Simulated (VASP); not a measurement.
Set up this calculation in VASP 6.6.1, as the native input.

* Task: single point
* Functional: PBEsol
* Potentials or basis: VASP PAW PBE potentials, release 64 (I, Cs_sv, Sn_d)
* Cutoff: 520 eV
* k mesh: 3 × 3 × 3
* Occupations: fermi-dirac, width 0.1 eV
* Spin: no spin polarisation
* Dipole correction: no
* Further INCAR settings: ALGO = Normal; EDIFF = 1e-07; NBANDS = 30

The structure of CsSnI3 lies in POSCAR:

```
CsSnI3
1.0
    4.3048985261      2.4854327102      3.5148215080
   -4.3048985261      2.4854327102      3.5148215080
    0.0000000000     -4.9708702585      3.5148180868
I Cs Sn
3 1 1
Direct
    0.5120579326      1.0121681923      0.5120579326
    0.5120579326      0.5120579326      1.0121681923
    1.0121681923      0.5120579326      0.5120579326
    0.0135433915      0.0135433915      0.0135433915
    0.5122025510      0.5122025510      0.5122025510
```

One way to write it, as run:

INCAR

```
SYSTEM = CsSnI3
ALGO = Normal ; EDIFF = 1E-7
ENCUT = 520 ; GGA = PS
ISIF = 2 ; ISMEAR = -1
LASPH = .True. ; LCHARG = .False.
LREAL = .False. ; LWAVE = .False.
NBANDS = 30 ; NELM = 100
PREC = Accurate ; SIGMA = 0.1
```

KPOINTS

```
k-points
0
Gamma
  3 3 3
  0 0 0
```

Potentials or basis: VASP PAW PBE potentials, release 64 (I, Cs_sv, Sn_d).

Run with:

```console
$ cat potpaw_PBE.64/I/POTCAR potpaw_PBE.64/Cs_sv/POTCAR potpaw_PBE.64/Sn_d/POTCAR > POTCAR
$ mpirun -np 1 vasp_std > vasp.out
```

Results of the run:

- Pressure: 0.0 GPa
- Band gap on the k mesh: 3.10 eV

Caveat: the PAW data sets were made with another functional, which shifts forces and pressure a little; spin-orbit coupling is left out, which moves the levels of the heavy elements; an odd mesh through Γ misses points on the zone boundary, where band edges can lie.

It took 22 s on 1 thread of Intel(R) Xeon(R) 6975P-C (Granite Rapids) (shared host), peak memory 0.33 GiB.
